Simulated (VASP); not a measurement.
# PbO2 (Fm-3m) in VASP: further runs

The runs below take PbO2 through single point, with PBE.

Everything below comes from runs of VASP 6.6.1. Logs are shortened: lines on timing, memory, paths and dates and some standing lists are left out, and cuts for length are marked.

## Step 1: The cell of the first run

It takes space group Fm-3m (No. 225, cubic). Conventional cell: a = 5.182 Å, b = 5.182 Å, c = 5.182 Å, α = 90.00°, β = 90.00°, γ = 90.00°. Within 3.0 Å of Pb (site symmetry m-3m) lie 8 O at 2.24 Å. O (site symmetry -43m) has 4 Pb at 2.24 Å and 6 O at 2.59 Å within 3.0 Å.

## Step 2: Single point, PBE (volume scaled by 0.88)

INCAR

```
SYSTEM = PbO2
PREC     = Accurate       ! precision mode
ENCUT    = 520            ! plane-wave cutoff, eV
EDIFF    = 1E-6           ! SCF threshold, eV
ISMEAR   = 0              ! smearing method
SIGMA    = 0.1            ! smearing width, eV
LREAL    = .False.        ! projectors in reciprocal space
LASPH    = .True.         ! aspherical terms in the spheres
NELM     = 100            ! most SCF steps
ALGO     = Normal         ! electronic algorithm
ISIF     = 2              ! what is computed and relaxed
LWAVE    = .False.        ! write WAVECAR
LCHARG   = .False.        ! write CHGCAR
GGA      = PE             ! functional
NBANDS   = 20             ! bands
```

KPOINTS

```
Automatic mesh
0
Gamma
  14 14 14
  0 0 0
```

POSCAR

```
PbO2
1.0
    0.0000000000      2.5911156207      2.5911156207
    2.5911156207      0.0000000000      2.5911156207
    2.5911156207      2.5911156207      0.0000000000
Pb O
1 2
Direct
    0.0000000000      0.0000000000      0.0000000000
    0.2500000000      0.2500000000      0.2500000000
    0.7500000000      0.7500000000      0.7500000000
```

Potentials or basis: VASP PAW PBE potentials, release 64 (Pb_d, O).

On the command line:

```console
$ cat potpaw_PBE.64/Pb_d/POTCAR potpaw_PBE.64/O/POTCAR > POTCAR
$ mpirun -np 1 vasp_std > vasp.out
```

OUTCAR:

```text
SYSTEM = PbO2
   PREC = Accurate
   ENCUT = 520
   EDIFF = 1E-6
   ISMEAR = 0
   LREAL = .False.
   LASPH = .True.
   NELM = 100
   ISIF = 2
   GGA = PE

 ion  position               nearest neighbor table
   1  0.000  0.000  0.000-   3 2.24   3 2.24   3 2.24   2 2.24   3 2.24   2 2.24   2 2.24   2 2.24

   2  0.250  0.250  0.250-   1 2.24   1 2.24   1 2.24   1 2.24
   3  0.750  0.750  0.750-   1 2.24   1 2.24   1 2.24   1 2.24

  LATTYP: Found a face centered cubic cell.
 ALAT       =     5.1822312414

  Lattice vectors:

 A1 = (   0.0000000000,   2.5911156207,   2.5911156207)
 A2 = (   2.5911156207,   0.0000000000,   2.5911156207)
 A3 = (   2.5911156207,   2.5911156207,   0.0000000000)

Analysis of symmetry for initial positions (statically):
=====================================================================
 Subroutine PRICEL returns:
 Original cell was already a primitive cell.

 Routine SETGRP: Setting up the symmetry group for a
 face centered cubic supercell.

 Subroutine GETGRP returns: Found 48 space group operations
 (whereof 48 operations were pure point group operations)
 out of a pool of 48 trial point group operations.

The static configuration has the point symmetry O_h .

Analysis of symmetry for dynamics (positions and initial velocities):
=====================================================================
 Subroutine PRICEL returns:
 Original cell was already a primitive cell.

 Routine SETGRP: Setting up the symmetry group for a
 face centered cubic supercell.

 Subroutine GETGRP returns: Found 48 space group operations
 (whereof 48 operations were pure point group operations)
 out of a pool of 48 trial point group operations.

The dynamic configuration has the point symmetry O_h .

 Subroutine INISYM returns: Found 48 space group operations
 (whereof 48 operations are pure point group operations),
 and found     1 'primitive' translations

----------------------------------------------------------------------------------------

                                     Primitive cell

  volume of cell :      34.7929

  direct lattice vectors                    reciprocal lattice vectors
     0.000000000  2.591115621  2.591115621    -0.192967074  0.192967074  0.192967074
     2.591115621  0.000000000  2.591115621     0.192967074 -0.192967074  0.192967074
     2.591115621  2.591115621  0.000000000     0.192967074  0.192967074 -0.192967074

  length of vectors
     3.664390852  3.664390852  3.664390852     0.334228777  0.334228777  0.334228777

  position of ions in fractional coordinates (direct lattice)
     0.000000000  0.000000000  0.000000000
     0.250000000  0.250000000  0.250000000
     0.750000000  0.750000000  0.750000000

  ion indices of the primitive-cell ions
   primitive index   ion index
                 1           1
                 2           2
                 3           3

----------------------------------------------------------------------------------------

 KPOINTS: Automatic mesh

Automatic generation of k-mesh.
 Grid dimensions read from file:
 generate k-points for:   14   14   14

 Generating k-lattice:

  Cartesian coordinates                     Fractional coordinates (reciprocal lattice)
    -0.013783362  0.013783362  0.013783362     0.071428571  0.000000000  0.000000000
     0.013783362 -0.013783362  0.013783362     0.000000000  0.071428571  0.000000000
     0.013783362  0.013783362 -0.013783362     0.000000000  0.000000000  0.071428571

  Length of vectors
     0.023873484  0.023873484  0.023873484

  Shift w.r.t. Gamma in fractional coordinates (k-lattice)
     0.000000000  0.000000000  0.000000000

 Subroutine IBZKPT returns following result:
 ===========================================

 Found    104 irreducible k-points:

 Following reciprocal coordinates:
            Coordinates               Weight
  0.000000  0.000000  0.000000      1.000000
  0.071429  0.000000  0.000000      8.000000
  0.142857  0.000000  0.000000      8.000000
  0.214286  0.000000  0.000000      8.000000
  0.285714  0.000000  0.000000      8.000000
  0.357143  0.000000  0.000000      8.000000
[... 16 lines left out ...]
  0.214286  0.142857  0.000000     24.000000
  0.285714  0.142857  0.000000     24.000000
 [... further k-points ...]
   k-points           NKPTS =    104   k-points in BZ     NKDIM =    104   number of bands    NBANDS=     20
   number of dos      NEDOS =    301   number of ions     NIONS =      3
   total plane-waves  NPLWV =  21952
   dimension x,y,z NGX =    28 NGY =   28 NGZ =   28
   dimension x,y,z NGXF=    56 NGYF=   56 NGZF=   56
   ions per type =               1   2
   NGX,Y,Z   is equivalent  to a cutoff of  12.70, 12.70, 12.70 a.u.
   NGXF,Y,Z  is equivalent  to a cutoff of  25.41, 25.41, 25.41 a.u.
 SYSTEM =  PbO2
   PREC   = accura    normal or accurate (medium, high low for compatibility)
   ISTART =      0    job   : 0-new  1-cont  2-samecut
   ICHARG =      2    charge: 1-file 2-atom 10-const
   ISPIN  =      1    spin polarized calculation?
   LNONCOLLINEAR =      F non collinear calculations
   LSORBIT =      F    spin-orbit coupling
   LASPH  =      T    aspherical Exc in radial PAW
   ENCUT  =  520.0 eV  38.22 Ry    6.18 a.u.   6.81  6.81  6.81*2*pi/ulx,y,z
   NELM   =    100;   NELMIN=  2; NELMDL= -5     # of ELM steps
   EDIFF  = 0.1E-05   stopping-criterion for ELM
   LREAL  =      F    real-space projection
   EDIFFG = 0.1E-04   stopping-criterion for IOM
   NSW    =      0    number of steps for IOM
   IBRION =     -1    ionic relax: 0-MD 1-quasi-New 2-CG
   NFREE  =      0    steps in history (QN), initial steepest desc. (CG)
   ISIF   =      2    stress and relaxation
   ISYM   =      2    0-nonsym 1-usesym 2-fastsym
   POTIM  = 0.5000    time-step for ionic-motion
   TEBEG  =    0.0;   TEEND  =   0.0 temperature during run
   PSTRESS=    0.0 pullay stress
   NELECT =      26.0000    total number of electrons
   NUPDOWN=      -1.0000    fix difference up-down
   EMIN   =  10.00;   EMAX   =-10.00  energy-range for DOS
   EFERMI =   0.00;   METHOD = LEGACY
   ISMEAR =     0;   SIGMA  =   0.10  broadening in eV -4-tet -1-fermi 0-gaus
   EFERMI_NEDOS =   21; number of points for ismear=-14 and -15
   IALGO  =     38    algorithm
   IMIX   =      4    mixing-type and parameters
     AMIX     =   0.40;   BMIX     =  1.00
     AMIX_MAG =   1.60;   BMIX_MAG =  1.00
  volume/ion in A,a.u.               =      11.60        78.26
  Fermi-wavevector in a.u.,A,eV,Ry     =   1.485602  2.807381 30.028241  2.207013
  Thomas-Fermi vector in A             =   2.598993
   LORBIT       =      0    0 simple, 1 ext, 2 COOP (PROOUT), +10 PAW based schemes
   GGA     = PE    functional components
   LHFCALC =     F    Hartree Fock is set to
   AEXX    =    0.0000 exact exchange contribution
   IVDW    =     0    specifies the selected vdW correction
   LEPSILON=     F    determine dielectric tensor
   LRPA    =     F    only Hartree local field effects (RPA)
 non-spin polarized calculation
 Gauss-broadening in eV      SIGMA  =   0.10
  energy-cutoff  :      520.00
  volume of cell :       34.79
 maximum number of plane-waves:       960
   NGX = 13   NGY = 13   NGZ = 13

 number of electron      25.9999996 magnetization

 Free energy of the ion-electron system (eV)
  ---------------------------------------------------
  ext. energy  EPLUGINS =         0.00000000
  ---------------------------------------------------
  free energy    TOTEN  =       -15.29308156 eV

  energy without entropy =      -15.29180350  energy(sigma->0) =      -15.29244253

 E-fermi :   7.3918     XC(G=0): -11.8391

 val. band max:        7.3755019349   @ k =  -0.2857   0.5000   0.2143
 cond. band min:       7.5267971975   @ k =  -0.0714   0.0714   0.0000
 fundamental gap:      0.1512952627
 Fermi energy:         7.3917532629

 k-point     1 :       0.0000    0.0000    0.0000
  band No.  band energies     occupation
      1     -12.2574      2.00000
      2      -8.5974      2.00000
      3      -8.5637      2.00000
      4      -8.5637      2.00000
      5      -8.5637      2.00000
      6      -8.1627      2.00000
[... 12 lines left out ...]
     19      23.6291      0.00000
     20      23.6291      0.00000

 k-point     2 :       0.0714    0.0000    0.0000
  band No.  band energies     occupation
      1     -12.2056      2.00000
      2      -9.0826      2.00000
      3      -8.5536      2.00000
      4      -8.5536      2.00000
      5      -8.1638      2.00000
      6      -8.1638      2.00000
[... 12 lines left out ...]
     19      23.5926      0.00000
     20      23.5926      0.00000

 k-point     3 :       0.1429    0.0000    0.0000
  band No.  band energies     occupation
      1     -12.0583      2.00000
      2      -9.5337      2.00000
      3      -8.5270      2.00000
      4      -8.5270      2.00000
      5      -8.1651      2.00000
      6      -8.1651      2.00000
[... 12 lines left out ...]
     19      23.5076      0.00000
     20      23.5076      0.00000

 k-point     4 :       0.2143    0.0000    0.0000
  band No.  band energies     occupation
      1     -11.8419      2.00000
      2      -9.8996      2.00000
      3      -8.4935      2.00000
      4      -8.4935      2.00000
      5      -8.1612      2.00000
      6      -8.1612      2.00000
[... 12 lines left out ...]
     19      23.4187      0.00000
     20      23.4187      0.00000

 k-point     5 :       0.2857    0.0000    0.0000
  band No.  band energies     occupation
      1     -11.6114      2.00000
      2     -10.1391      2.00000
      3      -8.4654      2.00000
      4      -8.4654      2.00000
      5      -8.1465      2.00000
      6      -8.1465      2.00000
[... 12 lines left out ...]
     19      23.3489      0.00000
     20      23.5482      0.00000
[... 353 lines left out ...]
      6      -8.1585      2.00000
[... 12 lines left out ...]
     19      23.4938      0.00000
     20      23.5836      0.00000

 k-point    22 :       0.1429    0.1429    0.0000
  band No.  band energies     occupation
      1     -11.9863      2.00000
      2      -9.7091      2.00000
      3      -8.4943      2.00000
      4      -8.4943      2.00000
      5      -8.1952      2.00000
      6      -8.1442      2.00000
[... 12 lines left out ...]
     19      23.4455      0.00000
     20      23.6289      0.00000

 k-point    23 :       0.2143    0.1429    0.0000
  band No.  band energies     occupation
      1     -11.8159      2.00000
      2      -9.9871      2.00000
      3      -8.4580      2.00000
      4      -8.4533      2.00000
      5      -8.2081      2.00000
      6      -8.1349      2.00000
[... 12 lines left out ...]
     19      23.6194      0.00000
     20      23.9994      0.00000

 k-point    24 :       0.2857    0.1429    0.0000
  band No.  band energies     occupation
      1     -11.5939      2.00000
      2     -10.2450      2.00000
      3      -8.4236      2.00000
      4      -8.3979      2.00000
      5      -8.2057      2.00000
      6      -8.1217      2.00000
[... 12 lines left out ...]
     19      23.6230      0.00000
     20      25.0350      0.00000

 [... further k-points ...]
[... 5 lines left out ...]
  --------------------------------------------------------------------------------------
  -------------------------------------------------------------------------------------
  Total        5.1403527      5.1403527      5.1403527     -0.0000000      0.0000000      0.0000000
  in kB      236.7081038    236.7081038    236.7081038     -0.0000000      0.0000000      0.0000000
  external PRESSURE =     236.7081038 kB  Pullay stress =       0.0000000 kB

 VOLUME and BASIS-vectors are now :
 -----------------------------------------------------------------------------
  energy-cutoff  :      520.00
  volume of cell :       34.79
      direct lattice vectors                 reciprocal lattice vectors
     0.000000000  2.591115621  2.591115621    -0.192967074  0.192967074  0.192967074
     2.591115621  0.000000000  2.591115621     0.192967074 -0.192967074  0.192967074
     2.591115621  2.591115621  0.000000000     0.192967074  0.192967074 -0.192967074

 POSITION                                       TOTAL-FORCE (eV/Angst)
 -----------------------------------------------------------------------------------
      0.00000      0.00000      0.00000        -0.000000     -0.000000     -0.000000
      1.29556      1.29556      1.29556        -0.000000     -0.000000     -0.000000
      3.88667      3.88667      3.88667         0.000000      0.000000      0.000000
 -----------------------------------------------------------------------------------
    total drift:                                0.000000     -0.000000      0.000000

  FREE ENERGIE OF THE ION-ELECTRON SYSTEM (eV)
  ---------------------------------------------------
  free  energy   TOTEN  =       -15.2930815575 eV

  energy  without entropy=      -15.2918034970  energy(sigma->0) =      -15.29244253
```

Run time: 41 s. Hardware: 1 thread of Intel Xeon 6975P-C, shared host; peak memory 0.21 GiB.

Results:

* Free energy: -15.2931 eV
* Pressure: 23.7 GPa
* Band gap on the k mesh: zero (band 13 reaches 7.38 eV, above the bottom of band 14 at 5.88 eV)

Levels at points of the mesh, in eV from the Fermi level:
```
           k point  band 11  band 12  band 13  band 14  band 15  band 16
(0.00, 0.00, 0.00)    -1.76    -1.52    -1.52    -1.52     7.30     7.30
(0.50, 0.00, 0.00)    -3.34    -1.63    -1.63     3.37     7.58    10.47
(0.50, 0.50, 0.00)    -0.42    -0.20    -0.20     2.23     7.02     9.69
```

Caveat: spin-orbit coupling is left out, which moves the levels of the heavy elements.

## Step 3: Single point, PBE (volume scaled by 0.91)

INCAR

```
PREC     = Accurate       # precision mode
ENCUT    = 520            # plane-wave cutoff, eV
EDIFF    = 1E-7           # SCF threshold, eV
ISMEAR   = 0              # smearing method
SIGMA    = 0.1            # smearing width, eV
LREAL    = F              # projectors in reciprocal space
LASPH    = T              # aspherical terms in the spheres
NELM     = 100            # most SCF steps
ALGO     = Normal         # electronic algorithm
ISIF     = 2              # what is computed and relaxed
LWAVE    = F              # write WAVECAR
LCHARG   = F              # write CHGCAR
GGA      = PE             # functional
NBANDS   = 20             # bands
```

KPOINTS

```
Automatic mesh
0
Gamma
  14 14 14
```

POSCAR

```
PbO2
1.0
    0.0000000000      2.6202317164      2.6202317164
    2.6202317164      0.0000000000      2.6202317164
    2.6202317164      2.6202317164      0.0000000000
Pb O
1 2
Direct
    0.0000000000      0.0000000000      0.0000000000
    0.2500000000      0.2500000000      0.2500000000
    0.7500000000      0.7500000000      0.7500000000
```

Potentials or basis: VASP PAW PBE potentials, release 64 (Pb_d, O).

On the command line:

```console
$ cat potpaw_PBE.64/Pb_d/POTCAR potpaw_PBE.64/O/POTCAR > POTCAR
$ mpirun -np 1 vasp_std > vasp.out
```

It took 42 s on 1 thread of Intel Xeon 6975P-C, shared host; peak memory 0.21 GiB.

The run converged. Its results:

| Item | Value |
| --- | --- |
| Free energy | -15.4413 eV |
| Pressure | 16.1 GPa |
| Band gap on the k mesh | zero (band 13 reaches 6.89 eV, above the bottom of band 14 at 5.48 eV) |

Levels at points of the mesh, in eV from the Fermi level:
| k point | band 10 | band 11 | band 12 | band 13 | band 14 | band 15 | band 16 | band 17 |
| --- | --- | --- | --- | --- | --- | --- | --- | --- |
| (0.00, 0.00, 0.00) | -2.15 | -2.03 | -1.42 | -1.42 | -1.42 | 7.22 | 7.22 | 7.22 |
| (0.50, 0.00, 0.00) | -3.18 | -3.18 | -1.57 | -1.57 | 3.14 | 7.47 | 10.20 | 10.20 |
| (0.50, 0.50, 0.00) | -5.07 | -0.36 | -0.18 | -0.18 | 2.08 | 6.79 | 9.62 | 11.73 |

Caveat: spin-orbit coupling is left out, which moves the levels of the heavy elements.

## Step 4: Single point, PBE (volume scaled by 0.94)

INCAR

```
PREC = Accurate
ENCUT = 520
EDIFF = 1E-7
ISMEAR = 0
SIGMA = 0.1
LREAL = False
LASPH = True
NELM = 60
ALGO = Normal
ISIF = 2
LWAVE = False
LCHARG = True
GGA = PE
LELF = True
LVHAR = True
NBANDS = 20
```

KPOINTS is that of step 3.

POSCAR

```
PbO2
1.0
    0.0000000000      2.6487147274      2.6487147274
    2.6487147274      0.0000000000      2.6487147274
    2.6487147274      2.6487147274      0.0000000000
Pb O
1 2
Direct
    0.0000000000      0.0000000000      0.0000000000
    0.2500000000      0.2500000000      0.2500000000
    0.7500000000      0.7500000000      0.7500000000
```

On the command line:

```console
$ cat potpaw_PBE.64/Pb_d/POTCAR potpaw_PBE.64/O/POTCAR > POTCAR
$ mpirun -np 1 vasp_std > vasp.out
```

Run time: 50 s. Hardware: 1 thread of Intel Xeon 6975P-C, shared host; peak memory 0.21 GiB.

The run converged. Its results:

```
Free energy            : -15.5384 eV
Pressure               : 9.8 GPa
Band gap on the k mesh : zero (band 13 reaches 6.44 eV, above the bottom of band 14 at 5.10 eV)
```

Levels at points of the mesh, in eV from the Fermi level:
| k point | band 10 | band 11 | band 12 | band 13 | band 14 | band 15 | band 16 | band 17 |
| --- | --- | --- | --- | --- | --- | --- | --- | --- |
| (0.00, 0.00, 0.00) | -2.08 | -2.08 | -1.34 | -1.34 | -1.34 | 7.15 | 7.15 | 7.15 |
| (0.50, 0.00, 0.00) | -3.02 | -3.02 | -1.51 | -1.51 | 2.93 | 7.37 | 9.95 | 9.95 |
| (0.50, 0.50, 0.00) | -4.85 | -0.31 | -0.16 | -0.16 | 1.93 | 6.58 | 9.56 | 11.40 |

Caveat: spin-orbit coupling is left out, which moves the levels of the heavy elements.

## Step 5: Overview

| cell | gap on the mesh (eV) | pressure (GPa) |
| --- | --- | --- |
| a = 3.664 Å, angles 60.0°, 3 atoms | none | 23.7 |
| a = 3.706 Å, angles 60.0°, 3 atoms | none | 16.1 |
| a = 3.746 Å, angles 60.0°, 3 atoms | none | 9.8 |

Alike in all rows: task single point; level PBE; potentials or basis VASP PAW PBE potentials, release 64 (Pb_d, O); no spin polarisation; k mesh 14 × 14 × 14; cutoff (eV) 520; smearing gaussian 0.1 eV.

Caveats: spin-orbit coupling is left out, which moves the levels of the heavy elements.

Total energies depend on the potentials used, so only differences within one code and one set of settings carry meaning.
